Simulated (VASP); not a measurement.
# Ba4N (Pm-3m) in VASP: a series of runs

Runs on Ba4N. Level: PBE. Tasks: relaxation of cell and atoms.

All numbers are computed with VASP 6.6.1; they aren't measurements. Logs are shortened: lines on timing, memory, paths and dates and some standing lists are left out, and cuts for length are marked.

### Step 1. The cell of the first run

It takes space group Pm-3m (No. 221, cubic). The conventional cell has a = 5.499 Å, b = 5.499 Å, c = 5.499 Å, α = 90.00°, β = 90.00°, γ = 90.00°. Ba (site symmetry 4/mmm) has 2 N at 2.75 Å within 3.6 Å. Ba (site symmetry m-3m) has 12 Ba at 3.89 Å and 8 N at 4.76 Å within 5.1 Å. N (site symmetry m-3m) has 6 Ba at 2.75 Å within 3.6 Å.

The cell was generated, and may not be a known phase.

### Step 2. Relaxation of cell and atoms, PBE

Input file INCAR:

```
  PREC = Accurate
  ENCUT = 600
  EDIFF = 1E-6
  ISMEAR = 0
  SIGMA = 0.1
  LREAL = False
  LASPH = True
  NELM = 100
  ALGO = Normal
  ISIF = 3
  LWAVE = False
  LCHARG = False
  GGA = PE
  IBRION = 2
  NSW = 90
  EDIFFG = -0.04
```

Input file KPOINTS:

```
regular mesh
0
Gamma
  4 4 4
```

Input file POSCAR:

```
Ba4N
1.0
    5.4987344400      0.0000000000      0.0000000000
    0.0000000000      5.4987344400      0.0000000000
    0.0000000000      0.0000000000      5.4987344400
Ba N
4 1
Direct
    0.0000000000      0.5000000000      0.5000000000
    0.5000000000      0.0000000000      0.5000000000
    0.5000000000      0.5000000000      0.0000000000
    0.0000000000      0.0000000000      0.0000000000
    0.5000000000      0.5000000000      0.5000000000
```

Potentials or basis: VASP PAW PBE potentials, release 64 (Ba_sv, N).

Command:

```console
cat potpaw_PBE.64/Ba_sv/POTCAR potpaw_PBE.64/N/POTCAR > POTCAR
mpirun -np 1 vasp_std > vasp.out
```

OUTCAR:

```text
PREC = Accurate
   ENCUT = 600
   EDIFF = 1E-6
   ISMEAR = 0
   LREAL = False
   LASPH = True
   NELM = 100
   ISIF = 3
   GGA = PE
   IBRION = 2
   NSW = 90
   EDIFFG = -0.04

 ion  position               nearest neighbor table
   1  0.000  0.500  0.500-   5 2.75   5 2.75   4 3.89   2 3.89   3 3.89   4 3.89   2 3.89   4 3.89
                             4 3.89   2 3.89   3 3.89   3 3.89   3 3.89   2 3.89
   2  0.500  0.000  0.500-   5 2.75   5 2.75   4 3.89   1 3.89   3 3.89   4 3.89   1 3.89   3 3.89
                             3 3.89   3 3.89   1 3.89   4 3.89   4 3.89   1 3.89
   3  0.500  0.500  0.000-   5 2.75   5 2.75   4 3.89   1 3.89   1 3.89   2 3.89   2 3.89   2 3.89
                             4 3.89   2 3.89   1 3.89   4 3.89   1 3.89   4 3.89
   4  0.000  0.000  0.000-   1 3.89   2 3.89   3 3.89   1 3.89   2 3.89   1 3.89   3 3.89   1 3.89
                             2 3.89   3 3.89   2 3.89   3 3.89
   5  0.500  0.500  0.500-   1 2.75   2 2.75   3 2.75   3 2.75   2 2.75   1 2.75

  LATTYP: Found a simple cubic cell.
 ALAT       =     5.4987344400

  Lattice vectors:

 A1 = (   5.4987344400,   0.0000000000,   0.0000000000)
 A2 = (   0.0000000000,   5.4987344400,   0.0000000000)
 A3 = (   0.0000000000,   0.0000000000,   5.4987344400)

Analysis of symmetry for initial positions (statically):
=====================================================================
 Subroutine PRICEL returns:
 Original cell was already a primitive cell.

 Routine SETGRP: Setting up the symmetry group for a
 simple cubic supercell.

 Subroutine GETGRP returns: Found 48 space group operations
 (whereof 48 operations were pure point group operations)
 out of a pool of 48 trial point group operations.

The static configuration has the point symmetry O_h .

Analysis of symmetry for dynamics (positions and initial velocities):
=====================================================================
 Subroutine PRICEL returns:
 Original cell was already a primitive cell.

 Routine SETGRP: Setting up the symmetry group for a
 simple cubic supercell.

 Subroutine GETGRP returns: Found 48 space group operations
 (whereof 48 operations were pure point group operations)
 out of a pool of 48 trial point group operations.

The dynamic configuration has the point symmetry O_h .

 Subroutine INISYM returns: Found 48 space group operations
 (whereof 48 operations are pure point group operations),
 and found     1 'primitive' translations

----------------------------------------------------------------------------------------

                                     Primitive cell

  volume of cell :     166.2602

  direct lattice vectors                    reciprocal lattice vectors
     5.498734440  0.000000000  0.000000000     0.181860028  0.000000000  0.000000000
     0.000000000  5.498734440  0.000000000     0.000000000  0.181860028  0.000000000
     0.000000000  0.000000000  5.498734440     0.000000000  0.000000000  0.181860028

  length of vectors
     5.498734440  5.498734440  5.498734440     0.181860028  0.181860028  0.181860028

  position of ions in fractional coordinates (direct lattice)
     0.000000000  0.500000000  0.500000000
     0.500000000  0.000000000  0.500000000
     0.500000000  0.500000000  0.000000000
     0.000000000  0.000000000  0.000000000
     0.500000000  0.500000000  0.500000000

  ion indices of the primitive-cell ions
   primitive index   ion index
                 1           1
                 2           2
                 3           3
                 4           4
                 5           5

----------------------------------------------------------------------------------------

 KPOINTS: regular mesh

Automatic generation of k-mesh.
 Grid dimensions read from file:
 generate k-points for:    4    4    4

 Generating k-lattice:

  Cartesian coordinates                     Fractional coordinates (reciprocal lattice)
     0.045465007  0.000000000  0.000000000     0.250000000  0.000000000  0.000000000
     0.000000000  0.045465007  0.000000000     0.000000000  0.250000000  0.000000000
     0.000000000  0.000000000  0.045465007     0.000000000  0.000000000  0.250000000

  Length of vectors
     0.045465007  0.045465007  0.045465007

  Shift w.r.t. Gamma in fractional coordinates (k-lattice)
     0.000000000  0.000000000  0.000000000

 Subroutine IBZKPT returns following result:
 ===========================================

 Found     10 irreducible k-points:

 Following reciprocal coordinates:
            Coordinates               Weight
  0.000000  0.000000  0.000000      1.000000
  0.250000  0.000000  0.000000      6.000000
  0.500000  0.000000  0.000000      3.000000
  0.250000  0.250000  0.000000     12.000000
  0.500000  0.250000  0.000000     12.000000
  0.500000  0.500000  0.000000      3.000000
  0.250000  0.250000  0.250000      8.000000
  0.500000  0.250000  0.250000     12.000000
  0.500000  0.500000  0.250000      6.000000
  0.500000  0.500000  0.500000      1.000000
   k-points           NKPTS =     10   k-points in BZ     NKDIM =     10   number of bands    NBANDS=     27
   number of dos      NEDOS =    301   number of ions     NIONS =      5
   total plane-waves  NPLWV = 110592
   dimension x,y,z NGX =    48 NGY =   48 NGZ =   48
   dimension x,y,z NGXF=    96 NGYF=   96 NGZF=   96
   ions per type =               4   1
   NGX,Y,Z   is equivalent  to a cutoff of  14.51, 14.51, 14.51 a.u.
   NGXF,Y,Z  is equivalent  to a cutoff of  29.02, 29.02, 29.02 a.u.
 SYSTEM =  unknown system
   PREC   = accura    normal or accurate (medium, high low for compatibility)
   ISTART =      0    job   : 0-new  1-cont  2-samecut
   ICHARG =      2    charge: 1-file 2-atom 10-const
   ISPIN  =      1    spin polarized calculation?
   LNONCOLLINEAR =      F non collinear calculations
   LSORBIT =      F    spin-orbit coupling
   LASPH  =      T    aspherical Exc in radial PAW
   ENCUT  =  600.0 eV  44.10 Ry    6.64 a.u.  10.98 10.98 10.98*2*pi/ulx,y,z
   NELM   =    100;   NELMIN=  2; NELMDL= -5     # of ELM steps
   EDIFF  = 0.1E-05   stopping-criterion for ELM
   LREAL  =      F    real-space projection
   EDIFFG = -.4E-01   stopping-criterion for IOM
   NSW    =     90    number of steps for IOM
   IBRION =      2    ionic relax: 0-MD 1-quasi-New 2-CG
   NFREE  =      1    steps in history (QN), initial steepest desc. (CG)
   ISIF   =      3    stress and relaxation
   ISYM   =      2    0-nonsym 1-usesym 2-fastsym
   POTIM  = 0.5000    time-step for ionic-motion
   TEBEG  =    0.0;   TEEND  =   0.0 temperature during run
   PSTRESS=    0.0 pullay stress
   NELECT =      45.0000    total number of electrons
   NUPDOWN=      -1.0000    fix difference up-down
   EMIN   =  10.00;   EMAX   =-10.00  energy-range for DOS
   EFERMI =   0.00;   METHOD = LEGACY
   ISMEAR =     0;   SIGMA  =   0.10  broadening in eV -4-tet -1-fermi 0-gaus
   EFERMI_NEDOS =   21; number of points for ismear=-14 and -15
   IALGO  =     38    algorithm
   IMIX   =      4    mixing-type and parameters
     AMIX     =   0.40;   BMIX     =  1.00
     AMIX_MAG =   1.60;   BMIX_MAG =  1.00
  volume/ion in A,a.u.               =      33.25       224.40
  Fermi-wavevector in a.u.,A,eV,Ry     =   1.058968  2.001160 15.257759  1.121414
  Thomas-Fermi vector in A             =   2.194297
   LORBIT       =      0    0 simple, 1 ext, 2 COOP (PROOUT), +10 PAW based schemes
   GGA     = PE    functional components
   LHFCALC =     F    Hartree Fock is set to
   AEXX    =    0.0000 exact exchange contribution
   IVDW    =     0    specifies the selected vdW correction
   LEPSILON=     F    determine dielectric tensor
   LRPA    =     F    only Hartree local field effects (RPA)
 conjugate gradient relaxation of ions
 non-spin polarized calculation
 Gauss-broadening in eV      SIGMA  =   0.10
  energy-cutoff  :      600.00
  volume of cell :      166.26
 maximum number of plane-waves:      5580
 NGX is ok and might be reduce to    48
   NGX = 21   NGY = 21   NGZ = 21

--------------------------------------- Ionic step        1  -------------------------------------------

 number of electron      44.9999996 magnetization

 Free energy of the ion-electron system (eV)
  ---------------------------------------------------
  ext. energy  EPLUGINS =         0.00000000
  ---------------------------------------------------
  free energy    TOTEN  =       -15.26526412 eV

  energy without entropy =      -15.24588941  energy(sigma->0) =      -15.25557677

 E-fermi :   3.4730     XC(G=0):  -9.1134

 val. band max:        3.3861018679   @ k =   0.5000   0.2500   0.2500
 cond. band min:       3.5050632609   @ k =   0.5000   0.2500   0.0000
 fundamental gap:      0.1189613929
 Fermi energy:         3.4729527948

 k-point     1 :       0.0000    0.0000    0.0000
  band No.  band energies     occupation
      1     -25.2136      2.00000
      2     -24.3843      2.00000
      3     -24.1681      2.00000
      4     -24.1681      2.00000
      5     -10.8358      2.00000
      6     -10.8358      2.00000
[... 19 lines left out ...]
     26       3.3390      1.94188
     27       5.8359      0.00000
[... 329 lines left out ...]
 POSITION                                       TOTAL-FORCE (eV/Angst)
 -----------------------------------------------------------------------------------
      0.00000      2.94179      2.94179         0.000000      0.000000      0.000000
      2.94179      0.00000      2.94179        -0.000000     -0.000000      0.000000
      2.94179      2.94179     -0.00000        -0.000000     -0.000000      0.000000
      0.00000      0.00000      0.00000        -0.000000     -0.000000      0.000000
      2.94179      2.94179      2.94179         0.000000      0.000000      0.000000
 -----------------------------------------------------------------------------------
    total drift:                                0.000000     -0.000000     -0.000000

  FREE ENERGIE OF THE ION-ELECTRON SYSTEM (eV)
  ---------------------------------------------------
  free  energy   TOTEN  =       -16.0500894266 eV

  energy  without entropy=      -16.0294383161  energy(sigma->0) =      -16.03976387

--------------------------------------- Ionic step        3  -------------------------------------------

 number of electron      45.0000008 magnetization

 Free energy of the ion-electron system (eV)
  ---------------------------------------------------
  ext. energy  EPLUGINS =         0.00000000
  ---------------------------------------------------
  free energy    TOTEN  =       -16.06324758 eV

  energy without entropy =      -16.03904502  energy(sigma->0) =      -16.05114630

 E-fermi :   2.3828     XC(G=0):  -8.1819

 val. band max:        2.1881760128   @ k =   0.0000   0.0000   0.0000
 cond. band min:       2.3828283686   @ k =   0.5000   0.5000   0.5000
 fundamental gap:      0.1946523558
 Fermi energy:         2.3828218158

 k-point     1 :       0.0000    0.0000    0.0000
  band No.  band energies     occupation
      1     -26.5859      2.00000
      2     -25.8404      2.00000
      3     -25.7569      2.00000
      4     -25.7569      2.00000
      5     -11.9140      2.00000
      6     -11.9140      2.00000
[... 19 lines left out ...]
     26       2.1882      1.99409
     27       4.5387      0.00000
[... 281 lines left out ...]
 VOLUME and BASIS-vectors are now :
 -----------------------------------------------------------------------------
  energy-cutoff  :      600.00
  volume of cell :      211.99
      direct lattice vectors                 reciprocal lattice vectors
     5.962600147 -0.000000000 -0.000000000     0.167712068  0.000000000 -0.000000000
    -0.000000000  5.962600147 -0.000000000     0.000000000  0.167712068 -0.000000000
     0.000000000  0.000000000  5.962600147     0.000000000  0.000000000  0.167712068

 POSITION                                       TOTAL-FORCE (eV/Angst)
 -----------------------------------------------------------------------------------
      0.00000      2.98130      2.98130         0.000000     -0.000000      0.000000
      2.98130      0.00000      2.98130        -0.000000      0.000000      0.000000
      2.98130      2.98130     -0.00000        -0.000000     -0.000000      0.000000
      0.00000      0.00000      0.00000        -0.000000     -0.000000      0.000000
      2.98130      2.98130      2.98130         0.000000      0.000000      0.000000
 -----------------------------------------------------------------------------------
    total drift:                                0.000000     -0.000000     -0.000000

  FREE ENERGIE OF THE ION-ELECTRON SYSTEM (eV)
  ---------------------------------------------------
  free  energy   TOTEN  =       -16.0632475797 eV

  energy  without entropy=      -16.0390450215  energy(sigma->0) =      -16.05114630

 reached required accuracy - stopping structural energy minimisation
```

Run time: 2.1 min. Hardware: 1 thread of AMD EPYC 9R45 (Zen 5), shared host; peak memory 0.32 GiB.

What came out:

```yaml
Free_energy: -16.0632 eV
Relaxed_volume: 42.40 Å³/atom
Relaxed_cell: a = 5.963 Å, b = 5.963 Å, c = 5.963 Å, α = 90.00°, β = 90.00°, γ = 90.00°
Space_group_after_relaxing_to_0.1_Å: Pm-3m (No. 221)
Energy_gained_by_relaxing: 159.6 meV/atom
Ionic_steps: 3
Pressure_after_relaxing: -0.1 GPa
Band_gap_on_the_k_mesh: zero (an odd number of electrons rules out a gap without spin polarisation)
```

Step by step:
| step | energy change (eV) | largest force (eV/Å) | pressure (GPa) | volume (Å³) |
| --- | --- | --- | --- | --- |
| 1 | 0.0000 | 0.0000 | 6.99 | 166.26 |
| 2 | -0.7848 | 0.0000 | 0.67 | 203.67 |
| 3 | -0.7980 | 0.0000 | -0.14 | 211.99 |

Final structure:
```
Ba N
1.0
     5.96260    0.00000    0.00000
     0.00000    5.96260    0.00000
     0.00000    0.00000    5.96260
Ba N
4 1
Direct
  0.00000 0.50000 0.50000
  0.50000 0.00000 0.50000
  0.50000 0.50000 0.00000
  0.00000 0.00000 0.00000
  0.50000 0.50000 0.50000
```

Levels at points of the mesh, in eV from the Fermi level:
```tsv
k point	band 21	band 22	band 23	band 24	band 25	band 26
(0.00, 0.00, 0.00)	-0.33	-0.33	-0.33	-0.19	-0.19	-0.19
(0.50, 0.00, 0.00)	-0.60	-0.60	-0.26	0.43	0.95	1.12
(0.50, 0.50, 0.00)	-0.39	0.07	0.20	0.20	0.73	0.95
(0.50, 0.50, 0.50)	-1.04	0.00	0.00	0.00	1.57	1.57
```

Caveat: the volume moved by over 15 % at a fixed basis, so the end points are rough; spin-orbit coupling is left out, which moves the levels of the heavy elements.

(Continued in part 2 of 2.)

The gap in the log of VASP goes by the Fermi energy; the results here count the filled bands.